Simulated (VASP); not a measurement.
# Mg3GeSe: single point with PBE

Mg3GeSe:

```xyz
5
Lattice="4.7616 0.0000 0.0000 0.0000 4.7616 0.0000 0.0000 0.0000 4.7616" Properties=species:S:1:pos:R:3 pbc="T T T"
Ge    0.0000    0.0000    0.0000
Se    2.3808    2.3808    2.3808
Mg    2.3808    2.3808    0.0000
Mg    2.3808    0.0000    2.3808
Mg    0.0000    2.3808    2.3808
```

This cell differs from its parent crystal: volume scaled by 0.884 of the coarse rest volume.

```yaml
Program: VASP 6.6.1
Task: single point
Functional: PBE
Potentials_or_basis: VASP PAW PBE potentials, release 64 (Ge_d, Se, Mg)
Cutoff: 520 eV
k_mesh: 8 × 8 × 8
Occupations: fermi-dirac, width 0.15 eV
Spin: no spin polarisation
Dipole_correction: no
Further_INCAR_settings: ALGO = Normal; EDIFF = 1e-06; NBANDS = 21
```

```yaml
Pressure: 6.5 GPa
Band_gap_on_the_k_mesh: zero (band 13 reaches 4.32 eV, above the bottom of band 14 at 4.28 eV)
```

Levels at points of the mesh, in eV from the Fermi level:
```tsv
k point	band 9	band 10	band 11	band 12	band 13	band 14	band 15	band 16	band 17	band 18
(0.00, 0.00, 0.00)	-6.08	-6.08	-0.39	-0.39	-0.04	0.06	0.06	0.06	3.65	3.65
(0.50, 0.00, 0.00)	-5.91	-5.73	-3.43	-0.77	-0.77	0.83	1.68	2.55	4.14	4.14
(0.50, 0.50, 0.00)	-7.13	-5.80	-1.30	-1.30	-0.34	0.24	0.52	1.49	1.49	5.27
(0.50, 0.50, 0.50)	-6.80	-6.80	-2.88	-2.88	-2.88	3.02	3.02	3.02	5.46	5.58
```

Wall time 50 s on 1 thread of Intel(R) Xeon(R) Platinum 8375C CPU @ 2.90GHz (Ice Lake) (shared host), peak memory 0.26 GiB.
